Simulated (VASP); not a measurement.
# In3Se (Pm-3m) in VASP: notebook, part 2 of 2

VASP 6.6.1.

## (3) Single point, PBEsol

Input file INCAR:

```
ALGO = Normal ; EDIFF = 1E-7
ENCUT = 520 ; GGA = PS
ISIF = 2 ; ISMEAR = 0
LASPH = True ; LCHARG = False
LREAL = False ; LWAVE = False
NBANDS = 30 ; NELM = 60
PREC = Accurate ; SIGMA = 0.05
```

Input file KPOINTS:

```
k-points
0
Gamma
  5 5 5
```

Input file POSCAR:

```
In3Se
1.0
    4.8037580000      0.0000000000      0.0000000000
    0.0000000000      4.8037580000      0.0000000000
    0.0000000000      0.0000000000      4.8037580000
In Se
3 1
Direct
    0.0000000000      0.5000000000      0.5000000000
    0.5000000000      0.0000000000      0.5000000000
    0.5000000000      0.5000000000      0.0000000000
    0.0000000000      0.0000000000      0.0000000000
```

Potentials or basis: VASP PAW PBE potentials, release 64 (In_d, Se).

Run with:

```bash
> cat potpaw_PBE.64/In_d/POTCAR potpaw_PBE.64/Se/POTCAR > POTCAR
> mpirun -np 1 vasp_std > vasp.out
```

OUTCAR:

```text
EDIFF = 1E-7
   ENCUT = 520
   GGA = PS
   ISIF = 2
   ISMEAR = 0
   LASPH = True
   LREAL = False
   NELM = 60
   PREC = Accurate

 ion  position               nearest neighbor table
   1  0.000  0.500  0.500-   2 3.40   3 3.40   4 3.40   3 3.40   4 3.40   2 3.40   4 3.40   4 3.40
                             2 3.40   3 3.40   3 3.40   2 3.40
   2  0.500  0.000  0.500-   1 3.40   3 3.40   4 3.40   3 3.40   4 3.40   1 3.40   3 3.40   3 3.40
                             1 3.40   4 3.40   4 3.40   1 3.40
   3  0.500  0.500  0.000-   1 3.40   2 3.40   4 3.40   1 3.40   2 3.40   2 3.40   4 3.40   2 3.40
                             1 3.40   4 3.40   1 3.40   4 3.40
   4  0.000  0.000  0.000-   1 3.40   2 3.40   3 3.40   1 3.40   2 3.40   1 3.40   3 3.40   1 3.40
                             2 3.40   3 3.40   2 3.40   3 3.40

  LATTYP: Found a simple cubic cell.
 ALAT       =     4.8037580000

  Lattice vectors:

 A1 = (   4.8037580000,   0.0000000000,   0.0000000000)
 A2 = (   0.0000000000,   4.8037580000,   0.0000000000)
 A3 = (   0.0000000000,   0.0000000000,   4.8037580000)

Analysis of symmetry for initial positions (statically):
=====================================================================
 Subroutine PRICEL returns:
 Original cell was already a primitive cell.

 Routine SETGRP: Setting up the symmetry group for a
 simple cubic supercell.

 Subroutine GETGRP returns: Found 48 space group operations
[... 9 lines left out ...]

 Routine SETGRP: Setting up the symmetry group for a
 simple cubic supercell.

 Subroutine GETGRP returns: Found 48 space group operations
[... 11 lines left out ...]
                                     Primitive cell

  volume of cell :     110.8520

  direct lattice vectors                    reciprocal lattice vectors
     4.803758000  0.000000000  0.000000000     0.208170353  0.000000000  0.000000000
     0.000000000  4.803758000  0.000000000     0.000000000  0.208170353  0.000000000
     0.000000000  0.000000000  4.803758000     0.000000000  0.000000000  0.208170353

  length of vectors
     4.803758000  4.803758000  4.803758000     0.208170353  0.208170353  0.208170353

  position of ions in fractional coordinates (direct lattice)
     0.000000000  0.500000000  0.500000000
     0.500000000  0.000000000  0.500000000
     0.500000000  0.500000000  0.000000000
     0.000000000  0.000000000  0.000000000

  ion indices of the primitive-cell ions
   primitive index   ion index
                 1           1
                 2           2
                 3           3
                 4           4

----------------------------------------------------------------------------------------

 KPOINTS: k-points

Automatic generation of k-mesh.
 Grid dimensions read from file:
 generate k-points for:    5    5    5

 Generating k-lattice:

  Cartesian coordinates                     Fractional coordinates (reciprocal lattice)
     0.041634071  0.000000000  0.000000000     0.200000000  0.000000000  0.000000000
     0.000000000  0.041634071  0.000000000     0.000000000  0.200000000  0.000000000
     0.000000000  0.000000000  0.041634071     0.000000000  0.000000000  0.200000000

  Length of vectors
     0.041634071  0.041634071  0.041634071

  Shift w.r.t. Gamma in fractional coordinates (k-lattice)
     0.000000000  0.000000000  0.000000000

 Subroutine IBZKPT returns following result:
 ===========================================

 Found     10 irreducible k-points:

 Following reciprocal coordinates:
            Coordinates               Weight
  0.000000  0.000000  0.000000      1.000000
  0.200000  0.000000  0.000000      6.000000
  0.400000  0.000000  0.000000      6.000000
  0.200000  0.200000  0.000000     12.000000
  0.400000  0.200000  0.000000     24.000000
  0.400000  0.400000  0.000000     12.000000
  0.200000  0.200000  0.200000      8.000000
  0.400000  0.200000  0.200000     24.000000
  0.400000  0.400000  0.200000     24.000000
  0.400000  0.400000  0.400000      8.000000
   k-points           NKPTS =     10   k-points in BZ     NKDIM =     10   number of bands    NBANDS=     30
   number of dos      NEDOS =    301   number of ions     NIONS =      4
   total plane-waves  NPLWV =  46656
   dimension x,y,z NGX =    36 NGY =   36 NGZ =   36
   dimension x,y,z NGXF=    72 NGYF=   72 NGZF=   72
   ions per type =               3   1
   NGX,Y,Z   is equivalent  to a cutoff of  12.46, 12.46, 12.46 a.u.
   NGXF,Y,Z  is equivalent  to a cutoff of  24.92, 24.92, 24.92 a.u.
 SYSTEM =  unknown system
   PREC   = accura    normal or accurate (medium, high low for compatibility)
   ISTART =      0    job   : 0-new  1-cont  2-samecut
   ICHARG =      2    charge: 1-file 2-atom 10-const
   ISPIN  =      1    spin polarized calculation?
   LNONCOLLINEAR =      F non collinear calculations
   LSORBIT =      F    spin-orbit coupling
   LASPH  =      T    aspherical Exc in radial PAW
   ENCUT  =  520.0 eV  38.22 Ry    6.18 a.u.   8.93  8.93  8.93*2*pi/ulx,y,z
   NELM   =     60;   NELMIN=  2; NELMDL= -5     # of ELM steps
   EDIFF  = 0.1E-06   stopping-criterion for ELM
   LREAL  =      F    real-space projection
   EDIFFG = 0.1E-05   stopping-criterion for IOM
   NSW    =      0    number of steps for IOM
   IBRION =     -1    ionic relax: 0-MD 1-quasi-New 2-CG
   NFREE  =      0    steps in history (QN), initial steepest desc. (CG)
   ISIF   =      2    stress and relaxation
   ISYM   =      2    0-nonsym 1-usesym 2-fastsym
   POTIM  = 0.5000    time-step for ionic-motion
   TEBEG  =    0.0;   TEEND  =   0.0 temperature during run
   PSTRESS=    0.0 pullay stress
   NELECT =      45.0000    total number of electrons
   NUPDOWN=      -1.0000    fix difference up-down
   EMIN   =  10.00;   EMAX   =-10.00  energy-range for DOS
   EFERMI =   0.00;   METHOD = LEGACY
   ISMEAR =     0;   SIGMA  =   0.05  broadening in eV -4-tet -1-fermi 0-gaus
   EFERMI_NEDOS =   21; number of points for ismear=-14 and -15
   IALGO  =     38    algorithm
   IMIX   =      4    mixing-type and parameters
     AMIX     =   0.40;   BMIX     =  1.00
     AMIX_MAG =   1.60;   BMIX_MAG =  1.00
  volume/ion in A,a.u.               =      27.71       187.02
  Fermi-wavevector in a.u.,A,eV,Ry     =   1.212173  2.290675 19.991897  1.469363
  Thomas-Fermi vector in A             =   2.347665
   LORBIT       =      0    0 simple, 1 ext, 2 COOP (PROOUT), +10 PAW based schemes
   GGA     = PS    functional components
   LHFCALC =     F    Hartree Fock is set to
   AEXX    =    0.0000 exact exchange contribution
   IVDW    =     0    specifies the selected vdW correction
   LEPSILON=     F    determine dielectric tensor
   LRPA    =     F    only Hartree local field effects (RPA)
 non-spin polarized calculation
 Gauss-broadening in eV      SIGMA  =   0.05
  energy-cutoff  :      520.00
  volume of cell :      110.85
 maximum number of plane-waves:      3005
 NGX is ok and might be reduce to    36
   NGX = 17   NGY = 17   NGZ = 17

 number of electron      45.0000024 magnetization

 Free energy of the ion-electron system (eV)
  ---------------------------------------------------
  ext. energy  EPLUGINS =         0.00000000
  ---------------------------------------------------
  free energy    TOTEN  =       -13.08069825 eV

  energy without entropy =      -13.07632489  energy(sigma->0) =      -13.07851157

 E-fermi :   5.8040     XC(G=0):  -9.8964

 val. band max:        5.7627652147   @ k =   0.4000   0.2000   0.2000
 cond. band min:       5.8583150709   @ k =   0.4000   0.4000   0.0000
 fundamental gap:      0.0955498562
 Fermi energy:         5.8039785999

 k-point     1 :       0.0000    0.0000    0.0000
  band No.  band energies     occupation
      1      -8.8906      2.00000
      2      -8.8873      2.00000
      3      -8.8873      2.00000
      4      -8.8873      2.00000
      5      -8.7701      2.00000
      6      -8.7701      2.00000
[... 22 lines left out ...]
     29      11.0505      0.00000
     30      12.6104      0.00000

 k-point     2 :       0.2000    0.0000    0.0000
  band No.  band energies     occupation
      1      -8.8813      2.00000
      2      -8.8578      2.00000
      3      -8.8522      2.00000
      4      -8.8522      2.00000
      5      -8.7659      2.00000
      6      -8.7475      2.00000
[... 256 lines left out ...]
 k-point    10 :       0.4000    0.4000    0.4000
  band No.  band energies     occupation
      1      -8.8655      2.00000
      2      -8.8018      2.00000
      3      -8.7829      2.00000
      4      -8.7829      2.00000
      5      -8.7640      2.00000
      6      -8.7640      2.00000
[... 22 lines left out ...]
     29      13.3203      0.00000
     30      13.5627      0.00000

------------------------ aborting loop because EDIFF is reached ----------------------------------------

  FORCE on cell =-STRESS in cart. coord.  units (eV):
  Direction    XX          YY          ZZ          XY          YZ          ZX
  --------------------------------------------------------------------------------------
  -------------------------------------------------------------------------------------
  Total       -1.7208248     -1.7208248     -1.7208248     -0.0000000     -0.0000000      0.0000000
  in kB      -24.8716082    -24.8716082    -24.8716082     -0.0000000     -0.0000000      0.0000000
  external PRESSURE =     -24.8716082 kB  Pullay stress =       0.0000000 kB

 VOLUME and BASIS-vectors are now :
 -----------------------------------------------------------------------------
  energy-cutoff  :      520.00
  volume of cell :      110.85
      direct lattice vectors                 reciprocal lattice vectors
     4.803758000  0.000000000  0.000000000     0.208170353  0.000000000  0.000000000
     0.000000000  4.803758000  0.000000000     0.000000000  0.208170353  0.000000000
     0.000000000  0.000000000  4.803758000     0.000000000  0.000000000  0.208170353

 POSITION                                       TOTAL-FORCE (eV/Angst)
 -----------------------------------------------------------------------------------
      0.00000      2.40188      2.40188         0.000000      0.000000      0.000000
      2.40188      0.00000      2.40188         0.000000      0.000000      0.000000
      2.40188      2.40188      0.00000         0.000000      0.000000      0.000000
      0.00000      0.00000      0.00000         0.000000      0.000000      0.000000
 -----------------------------------------------------------------------------------
    total drift:                                0.000000      0.000000      0.000000

  FREE ENERGIE OF THE ION-ELECTRON SYSTEM (eV)
  ---------------------------------------------------
  free  energy   TOTEN  =       -13.0806982515 eV

  energy  without entropy=      -13.0763248864  energy(sigma->0) =      -13.07851157
```

OSZICAR:

```text
N       E                     dE             d eps       ncg     rms          rms(c)
DAV:   1     0.404449333862E+03    0.40445E+03   -0.21342E+04   600   0.186E+03
DAV:   2     0.276326372612E+02   -0.37682E+03   -0.36847E+03   600   0.448E+02
DAV:   3    -0.115756328932E+02   -0.39208E+02   -0.37936E+02   750   0.158E+02
DAV:   4    -0.133446210091E+02   -0.17690E+01   -0.17649E+01   690   0.350E+01
DAV:   5    -0.134256531781E+02   -0.81032E-01   -0.81029E-01   902   0.656E+00    0.387E+00
DAV:   6    -0.130906348757E+02    0.33502E+00   -0.10208E+00   852   0.924E+00    0.221E+00
DAV:   7    -0.130861717206E+02    0.44632E-02   -0.14861E-01   690   0.197E+00    0.919E-01
DAV:   8    -0.130814714337E+02    0.47003E-02   -0.12193E-02   832   0.630E-01    0.261E-01
DAV:   9    -0.130807129309E+02    0.75850E-03   -0.36366E-03   836   0.334E-01    0.102E-01
DAV:  10    -0.130806907816E+02    0.22149E-04   -0.40495E-04   790   0.193E-01    0.437E-02
DAV:  11    -0.130806997186E+02   -0.89370E-05   -0.54570E-05   710   0.443E-02    0.146E-02
DAV:  12    -0.130806982933E+02    0.14253E-05   -0.36785E-06   944   0.151E-02    0.591E-03
DAV:  13    -0.130806982515E+02    0.41843E-07   -0.81745E-08   470   0.235E-03
   1 F= -.13080698E+02 E0= -.13078512E+02  d E =-.437337E-02
```

stdout:

```text
POSCAR found type information on POSCAR InSe
 POSCAR found :  2 types and       4 ions
 scaLAPACK will be used
 -----------------------------------------------------------------------------
|                                                                             |
|                                                                             |
|     You enforced a specific xc type in the INCAR file but a different       |
|     I HOPE YOU KNOW WHAT YOU ARE DOING!                                     |
|                                                                             |
 -----------------------------------------------------------------------------

 LDA part: xc-table for (Slater+PW92), standard interpolation
 POSCAR, INCAR and KPOINTS ok, starting setup
 FFT: planning ... GRIDC
 FFT: planning ... GRID_SOFT
 FFT: planning ... GRID
 WAVECAR not read
 entering main loop
```

Run time: 13 s. Hardware: 1 thread of Intel Xeon 6975P-C (Granite Rapids), shared host; peak memory 0.2 GiB.

What came out:

```
Free energy : -13.0807 eV
Pressure    : -2.5 GPa
```

Caveat: the PAW data sets were made with another functional, which shifts forces and pressure a little; spin-orbit coupling is left out, which moves the levels of the heavy elements.

## (4) Single point, PBEsol

Input file INCAR:

```
SYSTEM = In3Se
ALGO     = Normal         ! electronic algorithm
EDIFF    = 1E-6           ! SCF threshold, eV
ENCUT    = 520            ! plane-wave cutoff, eV
GGA      = PS             ! functional
ISIF     = 2              ! what is computed and relaxed
ISMEAR   = 0              ! smearing method
LASPH    = .True.         ! aspherical terms in the spheres
LCHARG   = .True.         ! write CHGCAR
LELF     = .True.         ! ELF
LREAL    = .False.        ! projectors in reciprocal space
LVHAR    = .True.       
LWAVE    = .False.        ! write WAVECAR
NBANDS   = 30             ! bands
NELM     = 80             ! most SCF steps
PREC     = Accurate       ! precision mode
SIGMA    = 0.1            ! smearing width, eV
```

Input file KPOINTS:

```
k-points
0
Gamma
  5 5 5
  0 0 0
```

POSCAR is that of step 3.

Run with:

```bash
> cat potpaw_PBE.64/In_d/POTCAR potpaw_PBE.64/Se/POTCAR > POTCAR
> mpirun -np 1 vasp_std > vasp.out
```

It took 14 s on 1 thread of Intel Xeon 6975P-C (Granite Rapids), shared host; peak memory 0.2 GiB.

The run converged. Its results:

| Item | Value |
| --- | --- |
| Free energy | -13.0880 eV |
| Pressure | -2.5 GPa |

Levels at points of the mesh, in eV from the Fermi level:
| k point | band 19 | band 20 | band 21 | band 22 | band 23 | band 24 | band 25 | band 26 |
| --- | --- | --- | --- | --- | --- | --- | --- | --- |
| (0.00, 0.00, 0.00) | -3.24 | -3.24 | -2.26 | -2.26 | 1.14 | 1.14 | 1.14 | 4.15 |

Caveat: the PAW data sets were made with another functional, which shifts forces and pressure a little; spin-orbit coupling is left out, which moves the levels of the heavy elements.

## (5) Single point, PBEsol

Input file INCAR:

```
SYSTEM = In3Se
PREC = Accurate
ENCUT = 520
EDIFF = 1E-6
ISMEAR = 0
SIGMA = 0.2
LREAL = .FALSE.
LASPH = .TRUE.
NELM = 60
ALGO = Normal
ISIF = 2
LWAVE = .FALSE.
LCHARG = .TRUE.
GGA = PS
LELF = .TRUE.
LVHAR = .TRUE.
NBANDS = 30
```

Input file KPOINTS:

```
regular mesh
0
G
  5 5 5
  0 0 0
```

POSCAR is that of step 4.

Run with:

```bash
> cat potpaw_PBE.64/In_d/POTCAR potpaw_PBE.64/Se/POTCAR > POTCAR
> mpirun -np 1 vasp_std > vasp.out
```

It took 14 s on 1 thread of Intel Xeon 6975P-C (Granite Rapids), shared host; peak memory 0.2 GiB.

The run converged. Its results:

* Free energy: -13.1101 eV
* Pressure: -2.6 GPa

Levels at points of the mesh, in eV from the Fermi level:
```tsv
k point	band 18	band 19	band 20	band 21	band 22	band 23	band 24	band 25	band 26	band 27
(0.00, 0.00, 0.00)	-3.23	-3.23	-3.23	-2.23	-2.23	1.15	1.15	1.15	4.17	4.17
```

Caveat: the PAW data sets were made with another functional, which shifts forces and pressure a little; spin-orbit coupling is left out, which moves the levels of the heavy elements.

## (6) Single point, PBEsol

Input file INCAR:

```
SYSTEM = In3Se
PREC = Accurate ; ENCUT = 520
EDIFF = 1E-6 ; ISMEAR = 0
SIGMA = 0.4 ; LREAL = .False.
LASPH = .True. ; NELM = 60
ALGO = Normal ; ISIF = 2
LWAVE = .False. ; LCHARG = .True.
GGA = PS ; LELF = .True.
LVHAR = .True. ; NBANDS = 30
```

Input file KPOINTS:

```
regular mesh
0
Gamma
  5 5 5
  0 0 0
```

POSCAR is that of step 5.

Potentials or basis: VASP PAW PBE potentials, release 64 (In_d, Se).

Run with:

```bash
> cat potpaw_PBE.64/In_d/POTCAR potpaw_PBE.64/Se/POTCAR > POTCAR
> mpirun -np 1 vasp_std > vasp.out
```

It took 12 s on 1 thread of Intel Xeon 6975P-C (Granite Rapids), shared host; peak memory 0.2 GiB.

The run converged. Its results:

| Quantity | Value |
| --- | --- |
| Free energy | -13.1711 eV |
| Pressure | -2.7 GPa |

Levels at points of the mesh, in eV from the Fermi level:
```
           k point  band 18  band 19  band 20  band 21  band 22  band 23  band 24  band 25  band 26  band 27
(0.00, 0.00, 0.00)    -3.21    -3.21    -3.21    -2.20    -2.20     1.18     1.18     1.18     4.21     4.21
```

Caveat: the PAW data sets were made with another functional, which shifts forces and pressure a little; spin-orbit coupling is left out, which moves the levels of the heavy elements.

## (7) Overview

| smearing | gap on the mesh (eV) | pressure (GPa) |
| --- | --- | --- |
| gaussian 0.01 eV | none | -2.5 |
| gaussian 0.05 eV | none | -2.5 |
| gaussian 0.1 eV | none | -2.5 |
| gaussian 0.2 eV | none | -2.6 |
| gaussian 0.4 eV | none | -2.7 |

Alike in all rows: task single point; level PBEsol; potentials or basis VASP PAW PBE potentials, release 64 (In_d, Se); no spin polarisation; cell as given; k mesh 5 × 5 × 5; cutoff (eV) 520.

Every run on the cell as given and a fine mesh finds a metal.

Caveats: the PAW data sets were made with another functional, which shifts forces and pressure a little; spin-orbit coupling is left out, which moves the levels of the heavy elements.

Absolute energies hang on the potentials; compare differences alone.
